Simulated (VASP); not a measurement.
A run of VASP 6.6.1 is set up as follows.

The input INCAR:

```
SYSTEM = Zn
  PREC = Accurate
  ENCUT = 520
  EDIFF = 1E-7
  ISMEAR = 0
  SIGMA = 0.012
  LREAL = .FALSE.
  LASPH = .TRUE.
  NELM = 100
  ALGO = Normal
  ISIF = 2
  LWAVE = .FALSE.
  LCHARG = .TRUE.
  GGA = PE
  LELF = .TRUE.
  LVHAR = .TRUE.
  NBANDS = 12
```

File KPOINTS:

```
Automatic mesh
0
G
  12 12 12
  0 0 0
```

The input POSCAR:

```
Zn
1.0
   -1.5690370000      1.5690370000      1.5690370000
    1.5690370000     -1.5690370000      1.5690370000
    1.5690370000      1.5690370000     -1.5690370000
Zn
1
Direct
    0.0000000000      0.0000000000      0.0000000000
```

Potentials or basis: VASP PAW PBE potentials, release 64 (Zn).

The run is started by

```bash
$ cat potpaw_PBE.64/Zn/POTCAR > POTCAR
$ mpirun -np 1 vasp_std > vasp.out
```

Predict the band gap on the k mesh.

zero (band 6 reaches 7.27 eV, above the bottom of band 7 at 2.09 eV).

Predict the pressure.

0.1 GPa.
